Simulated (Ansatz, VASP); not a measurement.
# Na in VASP and in Ansatz

File INCAR:

```
ALGO     = Normal         # electronic algorithm
EDIFF    = 1E-8           # SCF threshold, eV
ENCUT    = 520            # plane-wave cutoff, eV
GGA      = PS             # functional
ISIF     = 2              # what is computed and relaxed
ISMEAR   = -1             # smearing method
LASPH    = True           # aspherical terms in the spheres
LCHARG   = False          # write CHGCAR
LEFG     = True         
LREAL    = False          # projectors in reciprocal space
LWAVE    = False          # write WAVECAR
NBANDS   = 10             # bands
NELM     = 100            # most SCF steps
PREC     = Accurate       # precision mode
SIGMA    = 0.05           # smearing width, eV
```

The input KPOINTS:

```
k-points
0
Gamma
  12 12 12
```

Contents of POSCAR:

```
Na
1.0
   -2.1810250000      2.1175000000      2.1175000000
    2.1175000000     -2.1810250000      2.1175000000
    2.1175000000      2.1175000000     -2.1810250000
Na
1
Direct
    0.0000000000      0.0000000000      0.0000000000
```

Input for Ansatz:

```yaml
crystal:
  lattice:
    - [-2.181025, 2.1175, 2.1175]
    - [2.1175, -2.181025, 2.1175]
    - [2.1175, 2.1175, -2.181025]
  atoms:
    - { symbol: Na, position: [0.0, 0.0, 0.0] }
kpoints:
  mp_grid: { grid: [12, 12, 12] }
scf:
  occupations: { method: fermi_dirac, width: 0.05 }
hamiltonian:
  xc: pbesol
  pseudopotentials: { kind: all_electron, datasets: crystal }
output:
  forces: true
  stress: true
  eigenvalues: true
  efg: { contact_densities: true }
```

Change from the starting cell: equal xy, yz and zx shear strains of -3 %, crystal datasets.

Alike in both runs: task electric field gradients; functional PBEsol; k mesh 12 × 12 × 12; occupations fermi-dirac, width 0.05 eV; no spin polarisation.

|  | VASP | Ansatz |
| --- | --- | --- |
| version | VASP 6.6.1 | Ansatz 0.2.0 |
| potentials or method | VASP PAW PBE potentials, release 64 (Na_pv), cutoff 520 eV | all-electron PAW with datasets made for the crystal, scalar-relativistic |

|  | VASP | Ansatz | Ansatz less VASP |
| --- | --- | --- | --- |
| pressure (GPa) | -0.3 | -0.3 | 0.00 |
| traceless stress, the component that is largest in VASP (GPa) | 0.15 | 0.15 | -0.002 |
| size of Vzz on the site where it differs most (V/Å²) | 0.7 | 0.7 | 0.00 |

VASP's potentials were made for PBE, not for PBEsol. Ansatz ran all-electron here, and VASP with PAW potentials.
